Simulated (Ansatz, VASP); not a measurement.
**One calculation of Mg, two programs**

```
Mg
1.0
     0.00000    2.21059    2.24426
     2.21059    0.00000    2.24426
     2.21059    2.21059    0.00000
Mg
1
Direct
  0.00000 0.00000 0.00000
```

Change from the starting cell: strain -0.0150 x Voigt [1, 1, 0, 0, 0, 0], atoms carried along.

Alike in both runs: task single point; functional PBEsol; k mesh 18 × 18 × 18; occupations gaussian, width 0.15 eV; no spin polarisation.

|  | VASP | Ansatz |
| --- | --- | --- |
| version | VASP 6.6.1 | Ansatz 0.2.0 |
| potentials or method | VASP PAW PBE potentials, release 64 (Mg), cutoff 520 eV | scalar-relativistic, plane waves, PAW |
| valence electrons in the cell | 2 | 10 |

```tsv
	VASP	Ansatz	Ansatz less VASP
gap on the k mesh at the Fermi level (eV)	none	none	-
pressure (GPa)	1.3	1.3	+0.03
traceless stress, the component that is largest in VASP (GPa)	-0.15	-0.15	0.000
```

VASP's potentials were made for PBE, not for PBEsol. A gap of «none» marks a metal or a gap that the smearing closes. VASP's potentials hold 2 valence electrons a cell and Ansatz's 10, so a difference there can come from the potentials and not from the codes.
